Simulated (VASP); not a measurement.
# PtSe2 in VASP: relaxation of the atoms with PBE+D3(BJ)

Aim: the relaxation of the atoms of PtSe2 with PBE+D3(BJ).

Program: VASP 6.6.1. These are calculated values, not measurements. Logs are shortened: lines on timing, memory, paths and dates and some standing lists are left out, and cuts for length are marked.

## (1) The cell of the first run

The cell holds a slab with vacuum, 6 atoms: a = 3.707 Å, b = 3.707 Å, c = 22.799 Å, α = 90.00°, β = 90.00°, γ = 120.00°.

## (2) Relaxation of the atoms, PBE+D3(BJ)

The input, INCAR:

```
PREC     = Accurate       # precision mode
ENCUT    = 520            # plane-wave cutoff, eV
EDIFF    = 1E-6           # SCF threshold, eV
ISMEAR   = 0              # smearing method
SIGMA    = 0.05           # smearing width, eV
LREAL    = False          # projectors in reciprocal space
LASPH    = True           # aspherical terms in the spheres
NELM     = 100            # most SCF steps
ALGO     = Normal         # electronic algorithm
ISIF     = 2              # what is computed and relaxed
LWAVE    = False          # write WAVECAR
LCHARG   = False          # write CHGCAR
LDIPOL   = True         
IDIPOL   = 3            
DIPOL    = 0.5 0.5 0.388
GGA      = PE             # functional
IVDW     = 12             # dispersion correction
IBRION   = 2              # ionic algorithm
NSW      = 40             # ionic steps
EDIFFG   = -0.003         # ionic threshold
```

The input, KPOINTS:

```
regular mesh
0
Gamma
  9 9 1
```

The input, POSCAR:

```
PtSe2
1.0
    3.7069016985      0.0000000000      0.0000000000
   -1.8534508492      3.2102710402      0.0000000000
    0.0000000000      0.0000000000     22.7988453851
Se Pt
4 2
Selective dynamics
Direct
    0.6666666667      0.3333333333      0.1973784165  F F F
    0.3333333333      0.6666666667      0.3135870511  F F T
    0.3333333333      0.6666666667      0.4630683052  F F T
    0.0000000000      1.0000000000      0.5792769398  F F T
    0.0000000000      0.0000000000      0.2554827338  F F T
   -0.3333333333      0.3333333333      0.5211726225  F F T
```

Potentials or basis: VASP PAW PBE potentials, release 64 (Se, Pt).

Command:

```
$ cat potpaw_PBE.64/Se/POTCAR potpaw_PBE.64/Pt/POTCAR > POTCAR
$ mpirun -np 1 vasp_std > vasp.out
```

OUTCAR:

```text
PREC = Accurate
   ENCUT = 520
   EDIFF = 1E-6
   ISMEAR = 0
   LREAL = False
   LASPH = True
   NELM = 100
   ISIF = 2
   GGA = PE
   IVDW = 12
   IBRION = 2
   NSW = 40
   EDIFFG = -0.003
 IVDW          = 12

 ion  position               nearest neighbor table
   1  0.667  0.333  0.197-   5 2.52   5 2.52   5 2.52
   2  0.333  0.667  0.314-   5 2.52   5 2.52   5 2.52
   3  0.333  0.667  0.463-   6 2.52   6 2.52   6 2.52
   4  0.000  0.000  0.579-   6 2.52   6 2.52   6 2.52
   5  0.000  0.000  0.255-   1 2.52   2 2.52   2 2.52   1 2.52   1 2.52   2 2.52
   6  0.667  0.333  0.521-   3 2.52   4 2.52   3 2.52   4 2.52   4 2.52   3 2.52

  LATTYP: Found a hexagonal cell.
 ALAT       =     3.7069016985
 C/A-ratio  =     6.1503776575

  Lattice vectors:

 A1 = (   3.7069016985,   0.0000000000,   0.0000000000)
 A2 = (  -1.8534508492,   3.2102710402,   0.0000000000)
 A3 = (   0.0000000000,   0.0000000000,  22.7988453851)

Analysis of symmetry for initial positions (statically):
=====================================================================
 Subroutine PRICEL returns:
 Original cell was already a primitive cell.

 Routine SETGRP: Setting up the symmetry group for a
 hexagonal supercell.

 Subroutine GETGRP returns: Found 12 space group operations
 (whereof  6 operations were pure point group operations)
 out of a pool of 24 trial point group operations.

The static configuration has the point symmetry C_3v.
 The point group associated with its full space group is D_3d.

Analysis of symmetry for dynamics (positions and initial velocities):
=====================================================================
 Subroutine PRICEL returns:
 Original cell was already a primitive cell.

 Routine SETGRP: Setting up the symmetry group for a
 hexagonal supercell.

 Subroutine GETGRP returns: Found 12 space group operations
 (whereof  6 operations were pure point group operations)
 out of a pool of 24 trial point group operations.

The dynamic configuration has the point symmetry C_3v.
 The point group associated with its full space group is D_3d.

Analysis of constrained symmetry for selective dynamics:
=====================================================================
 Subroutine PRICEL returns:
 Original cell was already a primitive cell.

 Routine SETGRP: Setting up the symmetry group for a
 hexagonal supercell.

 Subroutine GETGRP returns: Found  6 space group operations
 (whereof  6 operations were pure point group operations)
 out of a pool of 24 trial point group operations.

The constrained configuration has the point symmetry C_3v.

 Subroutine INISYM returns: Found  6 space group operations
 (whereof  6 operations are pure point group operations),
 and found     1 'primitive' translations

----------------------------------------------------------------------------------------

                                     Primitive cell

  volume of cell :     271.3099

  direct lattice vectors                    reciprocal lattice vectors
     3.706901698  0.000000000  0.000000000     0.269767067  0.155750089  0.000000000
    -1.853450849  3.210271040  0.000000000     0.000000000  0.311500178  0.000000000
     0.000000000  0.000000000 22.798845385     0.000000000  0.000000000  0.043861870

  length of vectors
     3.706901698  3.706901698 22.798845385     0.311500178  0.311500178  0.043861870

  position of ions in fractional coordinates (direct lattice)
     0.666666667  0.333333333  0.197378417
     0.333333333  0.666666667  0.313587051
     0.333333333  0.666666667  0.463068305
     0.000000000  0.000000000  0.579276940
     0.000000000  0.000000000  0.255482734
     0.666666667  0.333333333  0.521172623

  ion indices of the primitive-cell ions
   primitive index   ion index
                 1           1
                 2           2
                 3           3
                 4           4
                 5           5
                 6           6

----------------------------------------------------------------------------------------

 KPOINTS: regular mesh

Automatic generation of k-mesh.
 Grid dimensions read from file:
[... 25 lines left out ...]
  0.333333  0.000000  0.000000      6.000000
  0.444444  0.000000  0.000000      6.000000
  0.111111  0.111111  0.000000      6.000000
  0.222222  0.111111  0.000000     12.000000
  0.333333  0.111111  0.000000     12.000000
  0.444444  0.111111  0.000000      6.000000
  0.222222  0.222222  0.000000      6.000000
  0.333333  0.222222  0.000000     12.000000
  0.333333  0.333333  0.000000      2.000000
   k-points           NKPTS =     12   k-points in BZ     NKDIM =     12   number of bands    NBANDS=     26
   number of dos      NEDOS =    301   number of ions     NIONS =      6
   total plane-waves  NPLWV = 141120
   dimension x,y,z NGX =    28 NGY =   28 NGZ =  180
   dimension x,y,z NGXF=    56 NGYF=   56 NGZF=  360
   ions per type =               4   2
   NGX,Y,Z   is equivalent  to a cutoff of  12.56, 12.56, 13.13 a.u.
   NGXF,Y,Z  is equivalent  to a cutoff of  25.11, 25.11, 26.25 a.u.
 SYSTEM =  unknown system
   PREC   = accura    normal or accurate (medium, high low for compatibility)
   ISTART =      0    job   : 0-new  1-cont  2-samecut
   ICHARG =      2    charge: 1-file 2-atom 10-const
   ISPIN  =      1    spin polarized calculation?
   LNONCOLLINEAR =      F non collinear calculations
   LSORBIT =      F    spin-orbit coupling
   LASPH  =      T    aspherical Exc in radial PAW
   ENCUT  =  520.0 eV  38.22 Ry    6.18 a.u.   6.89  6.89 42.39*2*pi/ulx,y,z
   NELM   =    100;   NELMIN=  2; NELMDL= -5     # of ELM steps
   EDIFF  = 0.1E-05   stopping-criterion for ELM
   LREAL  =      F    real-space projection
   EDIFFG = -.3E-02   stopping-criterion for IOM
   NSW    =     40    number of steps for IOM
   IBRION =      2    ionic relax: 0-MD 1-quasi-New 2-CG
   NFREE  =      1    steps in history (QN), initial steepest desc. (CG)
   ISIF   =      2    stress and relaxation
   ISYM   =      2    0-nonsym 1-usesym 2-fastsym
   POTIM  = 0.5000    time-step for ionic-motion
   TEBEG  =    0.0;   TEEND  =   0.0 temperature during run
   PSTRESS=    0.0 pullay stress
   NELECT =      44.0000    total number of electrons
   NUPDOWN=      -1.0000    fix difference up-down
   EMIN   =  10.00;   EMAX   =-10.00  energy-range for DOS
   EFERMI =   0.00;   METHOD = LEGACY
   ISMEAR =     0;   SIGMA  =   0.05  broadening in eV -4-tet -1-fermi 0-gaus
   EFERMI_NEDOS =   21; number of points for ismear=-14 and -15
   IALGO  =     38    algorithm
   IMIX   =      4    mixing-type and parameters
     AMIX     =   0.40;   BMIX     =  1.00
     AMIX_MAG =   1.60;   BMIX_MAG =  1.00
  volume/ion in A,a.u.               =      45.22       305.15
  Fermi-wavevector in a.u.,A,eV,Ry     =   0.892765  1.687081 10.844244  0.797029
  Thomas-Fermi vector in A             =   2.014756
   LORBIT       =      0    0 simple, 1 ext, 2 COOP (PROOUT), +10 PAW based schemes
   GGA     = PE    functional components
   LHFCALC =     F    Hartree Fock is set to
   AEXX    =    0.0000 exact exchange contribution
   IVDW    =    12    specifies the selected vdW correction
   LEPSILON=     F    determine dielectric tensor
   LRPA    =     F    only Hartree local field effects (RPA)
 conjugate gradient relaxation of ions
 non-spin polarized calculation
 Gauss-broadening in eV      SIGMA  =   0.05
  energy-cutoff  :      520.00
  volume of cell :      271.31
 maximum number of plane-waves:      7334
 NGX is ok and might be reduce to    28
   NGX = 13   NGY = 13   NGZ = 85

--------------------------------------- Ionic step        1  -------------------------------------------

 number of electron      44.0000001 magnetization

 Free energy of the ion-electron system (eV)
  ---------------------------------------------------
  ext. energy  EPLUGINS =         0.00000000
  ---------------------------------------------------
  free energy    TOTEN  =       -28.50501624 eV

  energy without entropy =      -28.50501624  energy(sigma->0) =      -28.50501624

------------------------ aborting loop because EDIFF is reached ----------------------------------------

 Edisp (eV)   -2.07809

 E8    (eV) :    -0.9203
[... 117 lines left out ...]
  FREE ENERGIE OF THE ION-ELECTRON SYSTEM (eV)
  ---------------------------------------------------
  free  energy   TOTEN  =       -30.5835810173 eV

  energy  without entropy=      -30.5835810173  energy(sigma->0) =      -30.58358102

 E-fermi :   0.0038     XC(G=0):  -5.4905

 val. band max:       -0.2671687621   @ k =   0.1111   0.1111   0.0000
 cond. band min:       0.5196347874   @ k =   0.2222   0.0000   0.0000
 fundamental gap:      0.7868035495
 Fermi energy:         0.0038152813

 k-point     1 :       0.0000    0.0000    0.0000
  band No.  band energies     occupation
      1     -14.7864      2.00000
      2     -14.7055      2.00000
      3     -13.0403      2.00000
      4     -12.9009      2.00000
      5      -6.0561      2.00000
      6      -5.8088      2.00000
[... 337 lines left out ...]
     25       1.0756      0.00000
     26       1.3531      0.00000

 dipolmoment           0.000000      0.000000     -0.000013 electrons x Angstroem

[... ionic steps 4 to 20 ...]

--------------------------------------- Ionic step       21  -------------------------------------------

 number of electron      44.0000001 magnetization

------------------------ aborting loop because EDIFF is reached ----------------------------------------
[... 83 lines left out ...]
--------------------------------------- Ionic step       23  -------------------------------------------

 number of electron      44.0000001 magnetization

 dipolmoment           0.000000      0.000000      0.000015 electrons x Angstroem

 Free energy of the ion-electron system (eV)
  ---------------------------------------------------
  ext. energy  EPLUGINS =         0.00000000
  ---------------------------------------------------
  free energy    TOTEN  =       -28.52949554 eV

  energy without entropy =      -28.52949554  energy(sigma->0) =      -28.52949554

 E-fermi :  -0.0663     XC(G=0):  -5.4948

 val. band max:       -0.3123934971   @ k =   0.1111   0.1111   0.0000
 cond. band min:       0.5242292548   @ k =   0.2222   0.0000   0.0000
 fundamental gap:      0.8366227518
 Fermi energy:        -0.0663034342

 k-point     1 :       0.0000    0.0000    0.0000
  band No.  band energies     occupation
      1     -14.7659      2.00000
      2     -14.7045      2.00000
      3     -13.0299      2.00000
      4     -12.9073      2.00000
      5      -6.0312      2.00000
      6      -5.7758      2.00000
[... 337 lines left out ...]
     25       1.0732      0.00000
     26       1.3271      0.00000

------------------------ aborting loop because EDIFF is reached ----------------------------------------

 vacuum level on the upper side and lower side of the slab       (xc-potential included)        -0.058        -0.017

 Edisp (eV)   -2.05742

 E8    (eV) :    -0.9114

  FORCE on cell =-STRESS in cart. coord.  units (eV):
  Direction    XX          YY          ZZ          XY          YZ          ZX
  --------------------------------------------------------------------------------------
  -------------------------------------------------------------------------------------
  Total       0.00271     0.00271    -0.04192     0.00000     0.00000    -0.00000
  in kB       0.01597     0.01597    -0.24758     0.00000     0.00000    -0.00000
  external pressure =       -0.07 kB  Pullay stress =        0.00 kB
[... 21 lines left out ...]
  FREE ENERGIE OF THE ION-ELECTRON SYSTEM (eV)
  ---------------------------------------------------
  free  energy   TOTEN  =       -30.5869164198 eV

  energy  without entropy=      -30.5869164198  energy(sigma->0) =      -30.58691642

 reached required accuracy - stopping structural energy minimisation

 vacuum level on the upper side and lower side of the slab         4.925         4.970
```

Run time: 18 min. Hardware: 1 thread of Oxide Virtual Turin-like, shared host; peak memory 0.4 GiB.

Results:

```
Free energy                : -30.5869 eV
Energy gained by relaxing  : 0.6 meV/atom
Ionic steps                : 23
Band gap on the k mesh     : 0.84 eV (least direct gap 1.02 eV)
Dispersion energy per atom : -0.343 eV
```

The path:
```csv
step,energy change (eV),largest force on free atoms (eV/Å),pressure (GPa)
1,0.0000,0.0787,0.03
2,-0.0004,0.0332,0.09
3,-0.0005,0.0476,0.11
4,-0.0007,0.0291,0.14
5,-0.0008,0.0561,0.19
6,-0.0010,0.0367,0.18
7,-0.0011,0.0444,0.18
8,-0.0012,0.0305,0.17
9,-0.0014,0.0650,0.15
10,-0.0015,0.0619,0.14
11,-0.0018,0.0579,0.13
12,-0.0024,0.0527,0.09
13,-0.0032,0.0424,0.02
14,-0.0035,0.0642,-0.11
15,-0.0036,0.0402,-0.06
16,-0.0036,0.0720,0.00
17,-0.0038,0.0187,-0.03
18,-0.0038,0.0095,0.00
19,-0.0038,0.0078,-0.01
20,-0.0038,0.0041,-0.01
21,-0.0038,0.0030,-0.01
22,-0.0038,0.0063,-0.01
23,-0.0038,0.0011,-0.01
```

Final structure:
```
Se Pt
1.0
     3.70690    0.00000    0.00000
    -1.85345    3.21027    0.00000
     0.00000    0.00000   22.79885
Se Pt
4 2
Direct
  0.66667 0.33333 0.19738
  0.33333 0.66667 0.31349
  0.33333 0.66667 0.46825
  0.00000 0.00000 0.58436
  0.00000 0.00000 0.25551
  0.66667 0.33333 0.52624
```

Caveat: spin-orbit coupling is left out, which moves the levels of the heavy elements.
